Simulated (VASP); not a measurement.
Wanted: the native input for a VASP 6.6.1 run.

```
Task                   : single point
Functional             : PBE
Potentials or basis    : VASP PAW PBE potentials, release 64 (Te, Mo_sv)
Cutoff                 : 520 eV
k mesh                 : 9 × 9 × 2
Occupations            : gaussian, width 0.05 eV
Spin                   : no spin polarisation
Dipole correction      : no
Further INCAR settings : ALGO = Normal; EDIFF = 1e-06; NBANDS = 35
```

The structure of Te2Mo lies in POSCAR:

```
Te2Mo
1.0
   -1.7785332447     -3.0805099428      0.0000000000
    1.7785332447     -3.0805099428      0.0000000000
   -0.3557066489     -0.6161019886     15.2047171722
Te Mo
4 2
Direct
    0.6404477981      0.6666666667      0.1310943429
    0.2071144648      0.3333333333      0.6310943429
    0.5928855352      0.6666666667      0.3689056571
    0.1595522019      0.3333333333      0.8689056571
    0.5166666667      0.6666666667      0.7500000000
    0.2833333333      0.3333333333      0.2500000000
```

This cell differs from its parent crystal: the part above a cut slid along it.

The input as run:

INCAR

```
SYSTEM = Te2Mo
  PREC = Accurate
  ENCUT = 520
  EDIFF = 1E-6
  ISMEAR = 0
  SIGMA = 0.05
  LREAL = .False.
  LASPH = .True.
  NELM = 60
  ALGO = Normal
  ISIF = 2
  LWAVE = .False.
  LCHARG = .False.
  GGA = PE
  NBANDS = 35
```

KPOINTS

```
regular mesh
0
Gamma
  9 9 2
  0 0 0
```

Potentials or basis: VASP PAW PBE potentials, release 64 (Te, Mo_sv).

The run is started by

```bash
$ cat potpaw_PBE.64/Te/POTCAR potpaw_PBE.64/Mo_sv/POTCAR > POTCAR
$ mpirun -np 1 vasp_std > vasp.out
```

It gave:

| Quantity | Value |
| --- | --- |
| Pressure | 0.1 GPa |
| Largest force | 0.020 eV/Å |
| Band gap on the k mesh | 1.03 eV |

Caveat: the cell differs from its parent crystal (the part above a cut slid along it); spin-orbit coupling is left out, which moves the levels of the heavy elements.

Run time: 5.3 min on 1 thread of Intel(R) Xeon(R) Platinum 8559C (Emerald Rapids), on a shared host, peak memory 0.56 GiB.
